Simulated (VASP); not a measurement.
# Be5Te (P3) in VASP: single point with r2SCAN

Aim: the single point of Be5Te with r2SCAN.

Program: VASP 6.6.1. These are calculated values, not measurements. Logs are shortened: lines on timing, memory, paths and dates and some standing lists are left out, and cuts for length are marked.

## (1) The cell of the first run

Symmetry: P3, No. 143, trigonal system. The conventional cell has a = 4.013 Å, b = 4.013 Å, c = 13.920 Å, α = 90.00°, β = 90.00°, γ = 120.00°. Be (site symmetry 3) has 15 Be at 2.27 to 2.76 Å within 3.0 Å. Be (site symmetry 1) has 9 Be at 2.25 to 2.37 Å within 3.0 Å. Within 2.8 Å of Be (site symmetry 3) lie 12 Be at 2.13 to 2.32 Å. Within 2.8 Å of Be (site symmetry 3) lie 12 Be at 2.13 to 2.32 Å. Be (site symmetry 1) has 8 Be at 2.01 to 2.76 Å and 2 Te at 2.50 to 2.64 Å within 2.8 Å. Within 3.1 Å of Be (site symmetry 3) lie 3 Te at 2.33 Å. Within 3.1 Å of Te (site symmetry 3) lie 3 Be at 2.33 Å. Within 3.5 Å of Te (site symmetry 3) lie 7 Be at 2.50 to 3.41 Å.

## (2) Single point, r2SCAN

POSCAR reads:

```
Be5Te
1.0
    4.0126790510      0.0000000000      0.0000000000
   -2.0063395255      3.4750819954      0.0000000000
    0.0000000000      0.0000000000     13.9197496785
Be Te
10 2
Direct
    0.3333333333      0.6666666667      0.0190658967
    0.3331585193      0.3250880416      0.8894767445
    0.0000000000      0.0000000000      0.0204120275
    0.9919295223      0.6668414807      0.8894767445
    0.6666666667      0.3333333333      0.0202885142
    0.8555045069      0.6666472005      0.1484323695
    0.3333527995      0.1888573064      0.1484323695
    0.8111426936      0.1444954931      0.1484323695
    0.6749119584      0.0080704777      0.8894767445
    0.3333333333      0.6666666667      0.5757429223
    0.6666666667      0.3333333333      0.5609186842
    0.3333333333      0.6666666667      0.2638446129
```

INCAR.step1 reads:

```
SYSTEM = Be5Te
  PREC = Accurate
  ENCUT = 520
  ISMEAR = 0
  SIGMA = 0.01
  LREAL = .FALSE.
  LASPH = .TRUE.
  NELM = 60
  NBANDS = 28
  GGA = PE
  ALGO = Normal
  EDIFF = 1E-4
  LWAVE = .TRUE.
  LCHARG = .FALSE.
```

INCAR.step2 reads:

```
SYSTEM = Be5Te
  PREC = Accurate
  ENCUT = 520
  EDIFF = 1E-6
  ISMEAR = 0
  SIGMA = 0.01
  LREAL = .FALSE.
  LASPH = .TRUE.
  NELM = 60
  ALGO = Normal
  ISIF = 2
  LWAVE = .FALSE.
  LCHARG = .TRUE.
  METAGGA = R2SCAN
  LMIXTAU = .TRUE.
  LELF = .TRUE.
  LVHAR = .TRUE.
  NBANDS = 28
  ISTART = 1
```

KPOINTS reads:

```
Automatic mesh
0
G
  12 12 4
  0 0 0
```

Potentials or basis: VASP PAW PBE potentials, release 64 (Be, Te).

Run with:

```
cat potpaw_PBE.64/Be/POTCAR potpaw_PBE.64/Te/POTCAR > POTCAR
cp INCAR.step1 INCAR
mpirun -np 1 vasp_std > vasp.out
cp INCAR.step2 INCAR
mpirun -np 1 vasp_std > vasp.out
```

OUTCAR:

```text
SYSTEM = Be5Te
   PREC = Accurate
   ENCUT = 520
   EDIFF = 1E-6
   ISMEAR = 0
   LREAL = .FALSE.
   LASPH = .TRUE.
   NELM = 60
   ISIF = 2
   METAGGA = R2SCAN
   ISTART = 1

 ion  position               nearest neighbor table
   1  0.333  0.667  0.019-   4 2.27   9 2.27   2 2.27   5 2.32   5 2.32   5 2.32   3 2.32   3 2.32
                             3 2.32
   2  0.333  0.325  0.889-   5 2.25   3 2.25   1 2.27   9 2.29   4 2.29   9 2.29   4 2.29   4 2.37
                             9 2.37
   3  0.000  0.000  0.020-   7 2.13   8 2.13   6 2.13   9 2.25   2 2.25   4 2.25   5 2.32   5 2.32
                             5 2.32   1 2.32   1 2.32   1 2.32
   4  0.992  0.667  0.889-   5 2.25   3 2.25   1 2.27   9 2.29   2 2.29   2 2.29   9 2.29   9 2.37
                             2 2.37
   5  0.667  0.333  0.020-   8 2.13   6 2.13   7 2.13   9 2.25   4 2.25   2 2.25   3 2.32   3 2.32
                             3 2.32   1 2.32   1 2.32   1 2.32
   6  0.856  0.667  0.148-   7 2.01   8 2.01   8 2.01   7 2.01   3 2.13   5 2.13  12 2.50  12 2.64

   7  0.333  0.189  0.148-   8 2.01   6 2.01   8 2.01   6 2.01   3 2.13   5 2.13  12 2.50  12 2.64

   8  0.811  0.144  0.148-   7 2.01   6 2.01   7 2.01   6 2.01   3 2.13   5 2.13  12 2.50  12 2.64

   9  0.675  0.008  0.889-   5 2.25   3 2.25   1 2.27   2 2.29   4 2.29   2 2.29   4 2.29   4 2.37
                             2 2.37
  10  0.333  0.667  0.576-  11 2.33  11 2.33  11 2.33
  11  0.667  0.333  0.561-  10 2.33  10 2.33  10 2.33
  12  0.333  0.667  0.264-   6 2.50   8 2.50   7 2.50   7 2.64   8 2.64   6 2.64

  LATTYP: Found a hexagonal cell.
 ALAT       =     4.0126790510
 C/A-ratio  =     3.4689416975

  Lattice vectors:

 A1 = (   4.0126790510,   0.0000000000,   0.0000000000)
 A2 = (  -2.0063395255,   3.4750819954,   0.0000000000)
 A3 = (   0.0000000000,   0.0000000000,  13.9197496785)

Analysis of symmetry for initial positions (statically):
=====================================================================
 Subroutine PRICEL returns:
 Original cell was already a primitive cell.

 Routine SETGRP: Setting up the symmetry group for a
 hexagonal supercell.

 Subroutine GETGRP returns: Found  3 space group operations
 (whereof  3 operations were pure point group operations)
 out of a pool of 24 trial point group operations.

The static configuration has the point symmetry C_3 .

Analysis of symmetry for dynamics (positions and initial velocities):
=====================================================================
 Subroutine PRICEL returns:
 Original cell was already a primitive cell.

 Routine SETGRP: Setting up the symmetry group for a
 hexagonal supercell.

 Subroutine GETGRP returns: Found  3 space group operations
 (whereof  3 operations were pure point group operations)
 out of a pool of 24 trial point group operations.

The dynamic configuration has the point symmetry C_3 .

 Subroutine INISYM returns: Found  3 space group operations
 (whereof  3 operations are pure point group operations),
 and found     1 'primitive' translations

----------------------------------------------------------------------------------------

                                     Primitive cell

  volume of cell :     194.1024

  direct lattice vectors                    reciprocal lattice vectors
     4.012679051  0.000000000  0.000000000     0.249210063  0.143881497  0.000000000
    -2.006339526  3.475081995  0.000000000     0.000000000  0.287762994  0.000000000
     0.000000000  0.000000000 13.919749679     0.000000000  0.000000000  0.071840372

  length of vectors
     4.012679051  4.012679051 13.919749679     0.287762994  0.287762994  0.071840372

  position of ions in fractional coordinates (direct lattice)
     0.333333333  0.666666667  0.019065897
     0.333158519  0.325088042  0.889476745
     0.000000000  0.000000000  0.020412028
     0.991929522  0.666841481  0.889476745
     0.666666667  0.333333333  0.020288514
     0.855504507  0.666647201  0.148432370
     0.333352799  0.188857306  0.148432370
     0.811142694  0.144495493  0.148432370
     0.674911958  0.008070478  0.889476745
     0.333333333  0.666666667  0.575742922
     0.666666667  0.333333333  0.560918684
     0.333333333  0.666666667  0.263844613

  ion indices of the primitive-cell ions
   primitive index   ion index
                 1           1
                 2           2
                 3           3
                 4           4
                 5           5
                 6           6
                 7           7
                 8           8
                 9           9
                10          10
                11          11
                12          12

----------------------------------------------------------------------------------------

 KPOINTS: Automatic mesh

Automatic generation of k-mesh.
 Grid dimensions read from file:
 generate k-points for:   12   12    4

 Generating k-lattice:

  Cartesian coordinates                     Fractional coordinates (reciprocal lattice)
     0.020767505  0.011990125  0.000000000     0.083333333  0.000000000  0.000000000
     0.000000000  0.023980250  0.000000000     0.000000000  0.083333333  0.000000000
     0.000000000  0.000000000  0.017960093     0.000000000  0.000000000  0.250000000

  Length of vectors
     0.023980250  0.023980250  0.017960093

  Shift w.r.t. Gamma in fractional coordinates (k-lattice)
     0.000000000  0.000000000  0.000000000

 Subroutine IBZKPT returns following result:
 ===========================================

 Found    102 irreducible k-points:

 Following reciprocal coordinates:
            Coordinates               Weight
  0.000000  0.000000  0.000000      1.000000
  0.083333  0.000000  0.000000      6.000000
  0.166667  0.000000  0.000000      6.000000
  0.250000  0.000000  0.000000      6.000000
  0.333333  0.000000  0.000000      6.000000
  0.416667  0.000000  0.000000      6.000000
[... 16 lines left out ...]
  0.250000  0.250000  0.000000      6.000000
  0.333333  0.250000  0.000000      6.000000
 [... further k-points ...]
   k-points           NKPTS =    102   k-points in BZ     NKDIM =    102   number of bands    NBANDS=     28
   number of dos      NEDOS =    301   number of ions     NIONS =     12
   total plane-waves  NPLWV =  97200
   dimension x,y,z NGX =    30 NGY =   30 NGZ =  108
   dimension x,y,z NGXF=    60 NGYF=   60 NGZF=  216
   ions per type =              10   2
   NGX,Y,Z   is equivalent  to a cutoff of  12.43, 12.43, 12.90 a.u.
   NGXF,Y,Z  is equivalent  to a cutoff of  24.86, 24.86, 25.80 a.u.
 SYSTEM =  Be5Te
   PREC   = accura    normal or accurate (medium, high low for compatibility)
   ISTART =      1    job   : 0-new  1-cont  2-samecut
   ICHARG =      0    charge: 1-file 2-atom 10-const
   ISPIN  =      1    spin polarized calculation?
   LNONCOLLINEAR =      F non collinear calculations
   LSORBIT =      F    spin-orbit coupling
   LASPH  =      T    aspherical Exc in radial PAW
   ENCUT  =  520.0 eV  38.22 Ry    6.18 a.u.   7.46  7.46 25.88*2*pi/ulx,y,z
   NELM   =     60;   NELMIN=  2; NELMDL=  0     # of ELM steps
   EDIFF  = 0.1E-05   stopping-criterion for ELM
   LREAL  =      F    real-space projection
   EDIFFG = 0.1E-04   stopping-criterion for IOM
   NSW    =      0    number of steps for IOM
   IBRION =     -1    ionic relax: 0-MD 1-quasi-New 2-CG
   NFREE  =      0    steps in history (QN), initial steepest desc. (CG)
   ISIF   =      2    stress and relaxation
   ISYM   =      2    0-nonsym 1-usesym 2-fastsym
   POTIM  = 0.5000    time-step for ionic-motion
   TEBEG  =    0.0;   TEEND  =   0.0 temperature during run
   PSTRESS=    0.0 pullay stress
   NELECT =      32.0000    total number of electrons
   NUPDOWN=      -1.0000    fix difference up-down
   EMIN   =  10.00;   EMAX   =-10.00  energy-range for DOS
   EFERMI =   0.00;   METHOD = LEGACY
   ISMEAR =     0;   SIGMA  =   0.01  broadening in eV -4-tet -1-fermi 0-gaus
   EFERMI_NEDOS =   21; number of points for ismear=-14 and -15
   IALGO  =     38    algorithm
   IMIX   =      4    mixing-type and parameters
     AMIX     =   0.40;   BMIX     =  1.00
     AMIX_MAG =   1.60;   BMIX_MAG =  1.00
  volume/ion in A,a.u.               =      16.18       109.16
  Fermi-wavevector in a.u.,A,eV,Ry     =   0.897665  1.696342 10.963620  0.805803
  Thomas-Fermi vector in A             =   2.020278
   LORBIT       =      0    0 simple, 1 ext, 2 COOP (PROOUT), +10 PAW based schemes
   METAGGA = R2SCAN    functional components
   LHFCALC =     F    Hartree Fock is set to
   AEXX    =    0.0000 exact exchange contribution
   IVDW    =     0    specifies the selected vdW correction
   LEPSILON=     F    determine dielectric tensor
   LRPA    =     F    only Hartree local field effects (RPA)
 non-spin polarized calculation
 Gauss-broadening in eV      SIGMA  =   0.01
  energy-cutoff  :      520.00
  volume of cell :      194.10
 maximum number of plane-waves:      5274
 NGX is ok and might be reduce to    30
   NGX = 15   NGY = 15   NGZ = 51

 number of electron      32.0000000 magnetization

 Free energy of the ion-electron system (eV)
  ---------------------------------------------------
  ext. energy  EPLUGINS =         0.00000000
  ---------------------------------------------------
  free energy    TOTEN  =       -92.67193512 eV

  energy without entropy =      -92.67193512  energy(sigma->0) =      -92.67193512

 E-fermi :   4.2069     XC(G=0):  -8.9328

 val. band max:        4.1140694350   @ k =   0.0833   0.0000   0.2500
 cond. band min:       4.3470387695   @ k =   0.5000   0.0000   0.5000
 fundamental gap:      0.2329693345
 Fermi energy:         4.2068865686

 k-point     1 :       0.0000    0.0000    0.0000
  band No.  band energies     occupation
      1     -10.0054      2.00000
      2      -8.8559      2.00000
      3      -6.4473      2.00000
      4      -4.0267      2.00000
      5      -0.7987      2.00000
      6       0.3624      2.00000
[... 20 lines left out ...]
     27       8.1457      0.00000
[... 691 lines left out ...]
      6      -2.4407      2.00000
[... 20 lines left out ...]
     27       9.9314      0.00000
     28      10.5366      0.00000

 [... further k-points ...]

------------------------ aborting loop because EDIFF is reached ----------------------------------------

  FORCE on cell =-STRESS in cart. coord.  units (eV):
  Direction    XX          YY          ZZ          XY          YZ          ZX
  --------------------------------------------------------------------------------------
  -------------------------------------------------------------------------------------
  Total        0.1047058      0.1047058     -0.1881322      0.0000013      0.0000000      0.0000000
  in kB        0.8642721      0.8642721     -1.5528977      0.0000108      0.0000000      0.0000000
  external PRESSURE =       0.0585489 kB  Pullay stress =       0.0000000 kB

 VOLUME and BASIS-vectors are now :
 -----------------------------------------------------------------------------
  energy-cutoff  :      520.00
  volume of cell :      194.10
      direct lattice vectors                 reciprocal lattice vectors
     4.012679051  0.000000000  0.000000000     0.249210063  0.143881497  0.000000000
    -2.006339526  3.475081995  0.000000000     0.000000000  0.287762994  0.000000000
     0.000000000  0.000000000 13.919749679     0.000000000  0.000000000  0.071840372

 POSITION                                       TOTAL-FORCE (eV/Angst)
 -----------------------------------------------------------------------------------
     -0.00000      2.31672      0.26539        -0.000000     -0.000000      0.026153
      0.68462      1.12971     12.38129        -0.001190     -0.000429     -0.032923
      0.00000      0.00000      0.28413        -0.000000     -0.000000      0.001647
      2.64238      2.31733     12.38129         0.000224      0.001245     -0.032923
      2.00634      1.15836      0.28241        -0.000000     -0.000000     -0.001927
      2.09534      2.31665      2.06614        -0.001411     -0.001098      0.040281
      0.95873      0.65629      2.06614         0.001657     -0.000673      0.040281
      2.96495      0.50213      2.06614        -0.000245      0.001771      0.040281
      2.69201      0.02805     12.38129         0.000966     -0.000816     -0.032923
     -0.00000      2.31672      8.01420        -0.000000     -0.000000     -0.011781
      2.00634      1.15836      7.80785        -0.000000     -0.000000      0.009595
     -0.00000      2.31672      3.67265        -0.000000     -0.000000     -0.045761
 -----------------------------------------------------------------------------------
    total drift:                                0.000000      0.000000      0.000763

  FREE ENERGIE OF THE ION-ELECTRON SYSTEM (eV)
  ---------------------------------------------------
  free  energy   TOTEN  =       -92.6719351248 eV

  energy  without entropy=      -92.6719351248  energy(sigma->0) =      -92.67193512
```

Run time: 34 min. Hardware: 1 thread of Intel Xeon 8259CL, shared host; peak memory 0.64 GiB.

What came out:

- Free energy: -92.6719 eV
- Pressure: 0.0 GPa
- Largest force: 0.046 eV/Å
- Band gap on the k mesh: 0.23 eV (least direct gap 0.55 eV)

Forces in eV/Å, atoms in the order of the input:
```
Be   0.000  0.000  0.026
Be  -0.001  0.000 -0.033
Be   0.000  0.000  0.002
Be   0.000  0.001 -0.033
Be   0.000  0.000 -0.002
Be  -0.001 -0.001  0.040
Be   0.002 -0.001  0.040
Be   0.000  0.002  0.040
Be   0.001 -0.001 -0.033
Be   0.000  0.000 -0.012
Te   0.000  0.000  0.010
Te   0.000  0.000 -0.046
```

Caveat: the PAW data sets were made with another functional, which shifts forces and pressure a little; spin-orbit coupling is left out, which moves the levels of the heavy elements. A k mesh can miss the band edges.
